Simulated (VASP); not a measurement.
The system is TiSiTe3.

```
CELL_PARAMETERS angstrom
4.88065 0.00000 0.00000
-2.44033 4.22677 0.00000
0.00000 0.00000 5.85777
ATOMIC_POSITIONS crystal
Ti 0.33333 0.66667 0.00000
Si 0.00000 0.00000 0.50000
Te 0.66667 0.33333 0.24892
Te 0.66667 0.33333 0.75108
Te 0.00000 0.00000 0.00000
```

The cell was built from a structure type or drawn by symmetry, and may not be a known phase.

```yaml
Program: VASP 6.6.1
Task: relaxation of cell and atoms
Functional: PBE
Potentials_or_basis: VASP PAW PBE potentials, release 64 (Ti_sv, Si, Te)
Cutoff: 600 eV
k_mesh: 6 × 6 × 4
Occupations: gaussian, width 0.1 eV
Spin: no spin polarisation
```

At the start: pressure 5.7 GPa; volume 24.17 Å³/atom.

Q: How do energy, volume and symmetry change on relaxing?

A: Over 26 steps the energy falls by 202.0 meV/atom and the volume is 28.33 Å³/atom (+17.2 %); space group P-6m2 (No. 187, to 0.1 Å) before and after.

The path:
```csv
step,energy change (eV),largest force (eV/Å),pressure (GPa),volume (Å³)
1,0.0000,0.8077,5.70,120.84
2,-0.2808,0.0985,-1.95,136.42
3,-0.2847,0.1528,-1.27,134.35
4,-0.4348,0.0678,-0.54,133.15
5,-0.6145,0.1686,1.17,130.75
6,-0.6352,0.5339,6.96,124.57
7,-0.7329,0.2699,3.46,128.06
8,-0.7283,0.3944,5.07,126.37
9,-0.7628,0.4236,4.86,127.29
10,-0.8124,0.5166,4.41,129.92
11,-0.7852,0.6123,3.90,134.55
12,-0.8271,0.5809,4.20,131.34
13,-0.8248,0.6076,4.01,133.00
14,-0.9008,0.5348,2.52,135.91
15,-0.9672,0.4084,-0.25,142.17
16,-0.9675,0.4012,-0.41,142.57
17,-0.9744,0.3708,-0.35,142.30
18,-0.9906,0.2729,-0.18,141.48
19,-1.0006,0.0479,0.23,139.82
20,-1.0011,0.0934,0.15,140.13
21,-1.0034,0.0781,0.07,140.45
22,-1.0081,0.0330,-0.11,141.41
23,-1.0069,0.0510,-0.45,143.31
24,-1.0092,0.0055,-0.27,142.22
25,-1.0092,0.0237,0.29,141.08
26,-1.0101,0.0148,0.01,141.66
```

Final structure:
```
CELL_PARAMETERS angstrom
4.50796 0.00000 0.00000
-2.25398 3.90401 0.00000
0.00000 0.00000 8.04934
ATOMIC_POSITIONS crystal
Ti 0.33333 0.66667 0.00000
Si 0.00000 0.00000 0.50000
Te 0.66667 0.33333 0.28973
Te 0.66667 0.33333 0.71027
Te 0.00000 0.00000 0.00000
```

Caveat: the volume moved by over 15 % at a fixed basis, so the end points are rough.
